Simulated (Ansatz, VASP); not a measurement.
**Sb in VASP and in Ansatz**

```
Sb
1.0
     4.42905   -0.00382    0.00471
     0.00466    5.34933    0.05285
     2.20998    1.82534    6.31737
Sb
5
Direct
  0.89997 0.60002 0.69999
  0.30000 0.20000 0.90000
  0.70000 0.80000 0.10000
  0.10003 0.39998 0.30001
  0.50000 0.00000 0.50000
```

Alike in both runs: functional PBE; k mesh 4 × 4 × 4; occupations gaussian, width 0.1 eV; no spin polarisation.

Ansatz relaxed the structure, and its values are those at the end. VASP's run is a single point on that final structure, the one shown.

```csv
,VASP,Ansatz
version,VASP 6.6.1,Ansatz 0.2.0
potentials or method,"VASP PAW PBE potentials, release 64 (Sb), cutoff 520 eV","scalar-relativistic, plane waves, PAW"
valence electrons in the cell,25,75
```

```tsv
	VASP	Ansatz	Ansatz less VASP
gap on the k mesh at the Fermi level (eV)	none	none	-
pressure (GPa)	0.0	0.0	+0.02
```

A gap of «none» marks a metal or a gap that the smearing closes. VASP's potentials hold 25 valence electrons a cell and Ansatz's 75, so a difference there can come from the potentials and not from the codes.

The k mesh is coarse, so the values compare programs but aren't converged. Neither program's run includes spin-orbit coupling.
